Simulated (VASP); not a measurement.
A run of VASP 6.6.1 is set up as follows.

File INCAR:

```
ALGO     = Normal         # electronic algorithm
EDIFF    = 1E-8           # SCF threshold, eV
ENCUT    = 520            # plane-wave cutoff, eV
GGA      = PS             # functional
IBRION   = 8              # ionic algorithm
ISIF     = 2              # what is computed and relaxed
ISMEAR   = 0              # smearing method
LASPH    = T              # aspherical terms in the spheres
LCHARG   = F              # write CHGCAR
LREAL    = F              # projectors in reciprocal space
LWAVE    = F              # write WAVECAR
NELM     = 80             # most SCF steps
NSW      = 1              # ionic steps
PREC     = Accurate       # precision mode
SIGMA    = 0.01           # smearing width, eV
```

Contents of KPOINTS:

```
k-points
0
Gamma
  8 8 8
```

The input POSCAR:

```
GaAs
1.0
    2.8581826246      2.8581826246      0.0000000000
   -2.8581826246      2.8581826246      0.0000000000
    0.0000000000      2.8581826246      2.8581826246
Ga As
1 1
Direct
    0.0000000000      0.0000000000      0.0000000000
    0.7500000000      0.2500000000      0.5000000000
```

Potentials or basis: VASP PAW PBE potentials, release 64 (Ga_d, As).

Launch:

```sh
$ cat potpaw_PBE.64/Ga_d/POTCAR potpaw_PBE.64/As/POTCAR > POTCAR
$ mpirun -np 1 vasp_std > vasp.out
```

(1) Predict the highest phonon frequency at Γ, LO-TO splitting left out.

Results:

(1) 254 cm⁻¹.

Caveat: the cell wasn't relaxed at this level first, which shifts response properties.
